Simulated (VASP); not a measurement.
# SiB3W (P6/mmm) in VASP: further runs

SiB3W is run at these levels: PBE; tasks: single point, relaxation of cell and atoms.

Everything below comes from runs of VASP 6.6.1. Logs are shortened: lines on timing, memory, paths and dates and some standing lists are left out, and cuts for length are marked.

### 1 The cell of the first run

The structure is hexagonal, space group P6/mmm (No. 191). The conventional cell has a = 4.315 Å, b = 4.315 Å, c = 4.785 Å, α = 90.00°, β = 90.00°, γ = 120.00°. Si (site symmetry 6/mmm) has 2 W at 2.39 Å and 12 B at 3.22 Å within 3.3 Å. Within 2.9 Å of B (site symmetry mmm) lie 2 W at 2.16 Å and 4 B at 2.16 Å. Within 2.9 Å of W (site symmetry 6/mmm) lie 6 B at 2.16 Å and 2 Si at 2.39 Å.

The cell was built from a structure type or drawn by symmetry, and may not be a known phase.

### 2 Single point, PBE

File INCAR:

```
ALGO     = Normal         # electronic algorithm
EDIFF    = 1E-6           # SCF threshold, eV
ENCUT    = 520            # plane-wave cutoff, eV
GGA      = PE             # functional
ISIF     = 2              # what is computed and relaxed
ISMEAR   = 0              # smearing method
LASPH    = T              # aspherical terms in the spheres
LCHARG   = T              # write CHGCAR
LELF     = T              # ELF
LREAL    = F              # projectors in reciprocal space
LVHAR    = T            
LWAVE    = F              # write WAVECAR
NBANDS   = 22             # bands
NELM     = 100            # most SCF steps
PREC     = Accurate       # precision mode
SIGMA    = 0.1            # smearing width, eV
```

File KPOINTS:

```
k-points
0
Gamma
  12 12 8
```

File POSCAR:

```
SiB3W
1.0
    4.3153775701      0.0000000000      0.0000000000
   -2.1576887850      3.7372266027      0.0000000000
    0.0000000000      0.0000000000      4.7851236036
Si B W
1 3 1
Direct
    0.0000000000      0.0000000000      0.0000000000
    0.5000000000      0.0000000000      0.5000000000
    0.0000000000      0.5000000000      0.5000000000
    0.5000000000      0.5000000000      0.5000000000
    0.0000000000      0.0000000000      0.5000000000
```

Potentials or basis: VASP PAW PBE potentials, release 64 (Si, B, W_sv).

The run is started by

```sh
$ cat potpaw_PBE.64/Si/POTCAR potpaw_PBE.64/B/POTCAR potpaw_PBE.64/W_sv/POTCAR > POTCAR
$ mpirun -np 1 vasp_std > vasp.out
```

OUTCAR:

```text
EDIFF = 1E-6
   ENCUT = 520
   GGA = PE
   ISIF = 2
   ISMEAR = 0
   LASPH = T
   LREAL = F
   NELM = 100
   PREC = Accurate

 ion  position               nearest neighbor table
   1  0.000  0.000  0.000-   5 2.39   5 2.39
   2  0.500  0.000  0.500-   5 2.16   5 2.16   4 2.16   4 2.16   3 2.16   3 2.16
   3  0.000  0.500  0.500-   4 2.16   4 2.16   5 2.16   5 2.16   2 2.16   2 2.16
   4  0.500  0.500  0.500-   3 2.16   3 2.16   2 2.16   2 2.16   5 2.16   5 2.16
   5  0.000  0.000  0.500-   2 2.16   2 2.16   3 2.16   3 2.16   4 2.16   4 2.16   1 2.39   1 2.39

  LATTYP: Found a hexagonal cell.
 ALAT       =     4.3153775701
 C/A-ratio  =     1.1088539823

  Lattice vectors:

 A1 = (   4.3153775701,   0.0000000000,   0.0000000000)
 A2 = (  -2.1576887850,   3.7372266027,   0.0000000000)
 A3 = (   0.0000000000,   0.0000000000,   4.7851236036)

Analysis of symmetry for initial positions (statically):
=====================================================================
 Subroutine PRICEL returns:
 Original cell was already a primitive cell.

 Routine SETGRP: Setting up the symmetry group for a
 hexagonal supercell.

 Subroutine GETGRP returns: Found 24 space group operations
 (whereof 24 operations were pure point group operations)
 out of a pool of 24 trial point group operations.

The static configuration has the point symmetry D_6h.

Analysis of symmetry for dynamics (positions and initial velocities):
=====================================================================
 Subroutine PRICEL returns:
 Original cell was already a primitive cell.

 Routine SETGRP: Setting up the symmetry group for a
 hexagonal supercell.

 Subroutine GETGRP returns: Found 24 space group operations
 (whereof 24 operations were pure point group operations)
 out of a pool of 24 trial point group operations.

The dynamic configuration has the point symmetry D_6h.

 Subroutine INISYM returns: Found 24 space group operations
 (whereof 24 operations are pure point group operations),
 and found     1 'primitive' translations

----------------------------------------------------------------------------------------

                                     Primitive cell

  volume of cell :      77.1723

[... 86 lines left out ...]
   ISTART =      0    job   : 0-new  1-cont  2-samecut
   ICHARG =      2    charge: 1-file 2-atom 10-const
   ISPIN  =      1    spin polarized calculation?
   LNONCOLLINEAR =      F non collinear calculations
   LSORBIT =      F    spin-orbit coupling
   LASPH  =      T    aspherical Exc in radial PAW
   ENCUT  =  520.0 eV  38.22 Ry    6.18 a.u.   8.02  8.02  8.90*2*pi/ulx,y,z
   NELM   =    100;   NELMIN=  2; NELMDL= -5     # of ELM steps
   EDIFF  = 0.1E-05   stopping-criterion for ELM
   LREAL  =      F    real-space projection
   EDIFFG = 0.1E-04   stopping-criterion for IOM
   NSW    =      0    number of steps for IOM
   IBRION =     -1    ionic relax: 0-MD 1-quasi-New 2-CG
   NFREE  =      0    steps in history (QN), initial steepest desc. (CG)
   ISIF   =      2    stress and relaxation
   ISYM   =      2    0-nonsym 1-usesym 2-fastsym
   POTIM  = 0.5000    time-step for ionic-motion
   TEBEG  =    0.0;   TEEND  =   0.0 temperature during run
   PSTRESS=    0.0 pullay stress
   NELECT =      27.0000    total number of electrons
   NUPDOWN=      -1.0000    fix difference up-down
   EMIN   =  10.00;   EMAX   =-10.00  energy-range for DOS
   EFERMI =   0.00;   METHOD = LEGACY
   ISMEAR =     0;   SIGMA  =   0.10  broadening in eV -4-tet -1-fermi 0-gaus
   EFERMI_NEDOS =   21; number of points for ismear=-14 and -15
   IALGO  =     38    algorithm
   IMIX   =      4    mixing-type and parameters
     AMIX     =   0.40;   BMIX     =  1.00
     AMIX_MAG =   1.60;   BMIX_MAG =  1.00
  volume/ion in A,a.u.               =      15.43       104.16
  Fermi-wavevector in a.u.,A,eV,Ry     =   1.153566  2.179923 18.105457  1.330714
  Thomas-Fermi vector in A             =   2.290209
   LORBIT       =      0    0 simple, 1 ext, 2 COOP (PROOUT), +10 PAW based schemes
   GGA     = PE    functional components
   LHFCALC =     F    Hartree Fock is set to
   AEXX    =    0.0000 exact exchange contribution
   IVDW    =     0    specifies the selected vdW correction
   LEPSILON=     F    determine dielectric tensor
   LRPA    =     F    only Hartree local field effects (RPA)
 non-spin polarized calculation
 Gauss-broadening in eV      SIGMA  =   0.10
  energy-cutoff  :      520.00
  volume of cell :       77.17
 maximum number of plane-waves:      2098
   NGX = 17   NGY = 17   NGZ = 17

 number of electron      27.0000002 magnetization

 Free energy of the ion-electron system (eV)
  ---------------------------------------------------
  ext. energy  EPLUGINS =         0.00000000
  ---------------------------------------------------
  free energy    TOTEN  =       -34.57348701 eV

  energy without entropy =      -34.56927688  energy(sigma->0) =      -34.57138195

 E-fermi :   4.7446     XC(G=0):  -9.9130

 val. band max:        4.7325584364   @ k =   0.4167   0.0000   0.1250
 cond. band min:       4.7450237707   @ k =   0.3333   0.0000   0.1250
 fundamental gap:      0.0124653343
 Fermi energy:         4.7445995657

 k-point     1 :       0.0000    0.0000    0.0000
  band No.  band energies     occupation
      1     -68.1660      2.00000
      2     -32.6524      2.00000
      3     -32.6006      2.00000
      4     -32.6006      2.00000
      5      -6.7947      2.00000
      6      -2.8696      2.00000
[... 589 lines left out ...]
     21       9.7669      0.00000
     22      10.6724      0.00000

 [... further k-points ...]
[... 5 lines left out ...]
  --------------------------------------------------------------------------------------
  -------------------------------------------------------------------------------------
  Total        0.0320160      0.0320160      0.0414512      0.0000000     -0.0000000     -0.0000000
  in kB        0.6646860      0.6646860      0.8605707      0.0000000     -0.0000000     -0.0000000
  external PRESSURE =       0.7299809 kB  Pullay stress =       0.0000000 kB

 VOLUME and BASIS-vectors are now :
 -----------------------------------------------------------------------------
  energy-cutoff  :      520.00
  volume of cell :       77.17
      direct lattice vectors                 reciprocal lattice vectors
     4.315377570  0.000000000  0.000000000     0.231729434  0.133789051  0.000000000
    -2.157688785  3.737226603  0.000000000     0.000000000  0.267578102  0.000000000
     0.000000000  0.000000000  4.785123604     0.000000000  0.000000000  0.208981018

 POSITION                                       TOTAL-FORCE (eV/Angst)
 -----------------------------------------------------------------------------------
      0.00000      0.00000      0.00000        -0.000000      0.000000      0.000000
      2.15769      0.00000      2.39256         0.000000      0.000000      0.000000
     -1.07884      1.86861      2.39256         0.000000      0.000000      0.000000
      1.07884      1.86861      2.39256         0.000000      0.000000      0.000000
      0.00000      0.00000      2.39256        -0.000000      0.000000      0.000000
 -----------------------------------------------------------------------------------
    total drift:                                0.000000      0.000000     -0.000000

  FREE ENERGIE OF THE ION-ELECTRON SYSTEM (eV)
  ---------------------------------------------------
  free  energy   TOTEN  =       -34.5734870137 eV

  energy  without entropy=      -34.5692768824  energy(sigma->0) =      -34.57138195
```

Run time: 2.4 min. Hardware: 1 thread of Intel Xeon 8259CL, shared host; peak memory 0.3 GiB.

What came out:

| Item | Value |
| --- | --- |
| Free energy | -34.5735 eV |
| Pressure | 0.1 GPa |
| Band gap on the k mesh | zero (an odd number of electrons rules out a gap without spin polarisation) |

Caveat: spin-orbit coupling is left out, which moves the levels of the heavy elements.

### 3 Relaxation of cell and atoms, PBE

File INCAR:

```
SYSTEM = SiB3W
PREC = Accurate
ENCUT = 600
EDIFF = 1E-6
ISMEAR = 0
SIGMA = 0.1
LREAL = .False.
LASPH = .True.
NELM = 80
ALGO = Normal
ISIF = 3
LWAVE = .False.
LCHARG = .False.
GGA = PE
IBRION = 2
NSW = 100
EDIFFG = -0.01
```

File KPOINTS:

```
Automatic mesh
0
Gamma
  12 12 8
  0 0 0
```

Edit POSCAR of step 2 so:

```diff
@@ -2,5 +2,5 @@
 1.0
-    4.3153775701      0.0000000000      0.0000000000
-   -2.1576887850      3.7372266027      0.0000000000
-    0.0000000000      0.0000000000      4.7851236036
+    4.3128697451      0.0000000000      0.0000000000
+   -2.1564348725      3.7350547624      0.0000000000
+    0.0000000000      0.0000000000      4.7874629725
 Si B W
```

Potentials or basis: VASP PAW PBE potentials, release 64 (Si, B, W_sv).

The run is started by

```sh
$ cat potpaw_PBE.64/Si/POTCAR potpaw_PBE.64/B/POTCAR potpaw_PBE.64/W_sv/POTCAR > POTCAR
$ mpirun -np 1 vasp_std > vasp.out
```

It took 5.4 min on 1 thread of Intel Xeon 8259CL, shared host; peak memory 0.36 GiB.

The run converged. Its results:

- Free energy: -34.5753 eV
- Relaxed volume: 15.44 Å³/atom
- Relaxed cell: a = 4.316 Å, b = 4.316 Å, c = 4.787 Å, α = 90.00°, β = 90.00°, γ = 120.00°
- Space group after relaxing (to 0.1 Å): P6/mmm (No. 191)
- Energy gained by relaxing: 0.0 meV/atom
- Ionic steps: 3
- Pressure after relaxing: 0.0 GPa
- Band gap on the k mesh: zero (an odd number of electrons rules out a gap without spin polarisation)

The path:
```
step  energy change (eV)  largest force (eV/Å)  pressure (GPa)  volume (Å³)
   1              0.0000                0.0000            0.22        77.12
   2              0.0001                0.0000           -0.29        77.36
   3             -0.0001                0.0000            0.00        77.22
```

Final structure:
```cif
data_structure
_symmetry_space_group_name_H-M 'P 1'
_symmetry_Int_Tables_number 1
_cell_length_a 4.3160
_cell_length_b 4.3160
_cell_length_c 4.7868
_cell_angle_alpha 90.000
_cell_angle_beta 90.000
_cell_angle_gamma 120.000
_cell_volume 77.22
loop_
_atom_site_label
_atom_site_type_symbol
_atom_site_fract_x
_atom_site_fract_y
_atom_site_fract_z
_atom_site_occupancy
Si1 Si 0.00000 0.00000 0.00000 1
B1 B 0.50000 0.00000 0.50000 1
B2 B 0.00000 0.50000 0.50000 1
B3 B 0.50000 0.50000 0.50000 1
W1 W 0.00000 0.00000 0.50000 1
```

Levels at points of the mesh, in eV from the Fermi level:
| k point | band 11 | band 12 | band 13 | band 14 | band 15 | band 16 | band 17 |
| --- | --- | --- | --- | --- | --- | --- | --- |
| (0.00, 0.00, 0.00) | -1.89 | -1.89 | -0.41 | -0.41 | 2.17 | 2.17 | 2.39 |
| (0.50, 0.00, 0.00) | -3.18 | -1.31 | -1.26 | -0.54 | 1.65 | 2.58 | 2.61 |
| (0.00, 0.00, 0.50) | -1.63 | -1.63 | -1.50 | -1.50 | -0.80 | 2.70 | 2.70 |
| (0.50, 0.00, 0.50) | -3.18 | -3.16 | -2.47 | 0.55 | 2.57 | 2.61 | 4.02 |

Caveat: spin-orbit coupling is left out, which moves the levels of the heavy elements.
